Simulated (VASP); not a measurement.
Crystal: PtSe2.

```
Pt Se
1.0
     3.72400    0.00000    0.00000
    -1.86200    3.22508    0.00000
     0.00000    0.00000    5.06200
Pt Se
1 2
Direct
  0.00000 0.00000 0.00000
  0.33333 0.66667 0.25000
  0.66667 0.33333 0.75000
```

| Quantity | Value |
| --- | --- |
| Program | VASP 6.6.1 |
| Task | relaxation of cell and atoms |
| Functional | PBE |
| Potentials or basis | VASP PAW PBE potentials, release 64 (Pt, Se) |
| Cutoff | 600 eV |
| k mesh | 9 × 9 × 6 |
| Occupations | methfessel-paxton, width 0.05 eV |
| Spin | no spin polarisation |

At the start: pressure 7.3 GPa; volume 20.27 Å³/atom.

Q: How do energy, volume and symmetry change on relaxing?

A: Over 20 steps the energy falls by 37.8 meV/atom and the volume is 25.07 Å³/atom (+23.7 %); space group P-3m1 (No. 164, to 0.1 Å) before and after.

The path:
```csv
step,energy change (eV),largest force (eV/Å),pressure (GPa),volume (Å³)
1,0.0000,0.5892,7.32,60.80
2,0.0988,0.9694,-8.17,69.30
3,-0.0738,0.1215,-0.02,63.95
4,-0.0738,0.1080,0.12,63.88
5,-0.0738,0.0957,0.25,63.81
6,-0.0750,0.0817,0.23,63.98
7,-0.0781,0.0468,0.18,64.50
8,-0.0831,0.0119,0.14,65.53
9,-0.0854,0.1746,0.23,67.60
10,-0.0862,0.1687,0.19,67.74
11,-0.0884,0.1530,0.07,68.17
12,-0.0922,0.1238,-0.15,69.02
13,-0.0982,0.0709,-0.50,70.71
14,-0.1054,0.0068,-0.91,74.07
15,-0.1111,0.1261,0.61,74.18
16,-0.1111,0.1139,0.48,74.17
17,-0.1131,0.0271,0.29,74.84
18,-0.1132,0.0016,0.23,75.07
19,-0.1132,0.0457,-0.19,75.35
20,-0.1133,0.0265,-0.01,75.22
```

Final structure:
```cif
data_structure
_symmetry_space_group_name_H-M 'P 1'
_symmetry_Int_Tables_number 1
_cell_length_a 3.7522
_cell_length_b 3.7522
_cell_length_c 6.1695
_cell_angle_alpha 90.000
_cell_angle_beta 90.000
_cell_angle_gamma 120.000
_cell_volume 75.22
loop_
_atom_site_label
_atom_site_type_symbol
_atom_site_fract_x
_atom_site_fract_y
_atom_site_fract_z
_atom_site_occupancy
Pt1 Pt 0.00000 0.00000 0.00000 1
Se1 Se 0.33333 0.66667 0.21205 1
Se2 Se 0.66667 0.33333 0.78795 1
```

Caveat: the volume moved by over 15 % at a fixed basis, so the end points are rough; this functional lacks dispersion, which binds layers or chains, so the pressure and a relaxed spacing across them are unreliable.
